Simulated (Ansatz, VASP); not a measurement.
# Sn in VASP and in Ansatz

INCAR

```
PREC = Accurate ; ENCUT = 520
EDIFF = 1E-6 ; ISMEAR = -1
SIGMA = 0.05 ; LREAL = False
LASPH = True ; NELM = 60
ALGO = Normal ; ISIF = 2
LWAVE = False ; LCHARG = False
GGA = PE ; NBANDS = 13
```

File KPOINTS:

```
Automatic mesh
0
Gamma
  13 13 12
```

File POSCAR:

```
Sn
1.0
    2.6771598073      0.0000000000      0.0000000000
   -1.3385799036      2.3184884031      0.0000000000
    0.0000000000      0.0000000000      2.5247477227
Sn
1
Direct
    0.0000000000      0.0000000000      0.0000000000
```

Input for Ansatz:

```yaml
crystal:
  lattice:
    - [2.6771598073, 0.0, 0.0]
    - [-1.3385799036, 2.3184884031, 0.0]
    - [0.0, 0.0, 2.5247477227]
  atoms:
    - { symbol: Sn, position: [0.0, 0.0, 0.0] }
kpoints:
  mp_grid: { grid: [13, 13, 12] }
  band_path:
    path:
      - [0.0, 0.0, 0.0]
      - [0.5, 0.0, 0.0]
      - [0.3333333333, 0.3333333333, 0.0]
      - [0.0, 0.0, 0.0]
      - [0.0, 0.0, 0.5]
      - [0.5, 0.0, 0.5]
      - [0.3333333333, 0.3333333333, 0.5]
      - [0.0, 0.0, 0.5]
      - [0.5, 0.0, 0.5]
    npoints: 8
scf:
  occupations: { method: fermi_dirac, width: 0.05 }
hamiltonian:
  xc: pbe
  pseudopotentials: { kind: all_electron, lapw: { basis_error: 0.001 } }
output:
  forces: true
  stress: true
  eigenvalues: true
  populations: true
  dos: { projected: true, de: 0.2, e_range: [-14, 8] }
```

Change from the starting cell: volume scaled by 0.55, LAPW.

Alike in both runs: task single point; functional PBE; k mesh 13 × 13 × 12; occupations fermi-dirac, width 0.05 eV; no spin polarisation.

|  | VASP | Ansatz |
| --- | --- | --- |
| version | VASP 6.6.1 | Ansatz 0.2.0 |
| potentials or method | VASP PAW PBE potentials, release 64 (Sn_d), cutoff 520 eV | all-electron LAPW, scalar-relativistic |

VASP gave:

- pressure (GPa): 117.7

Problem. What did Ansatz give for the same quantities?

Solution. Pressure (GPa): 117.5.

Both programs put the cell under a high pressure, so it lies far from rest at this level. Ansatz ran all-electron here, and VASP with PAW potentials.

Noted on VASP's run: the cell as given lies far from equilibrium.
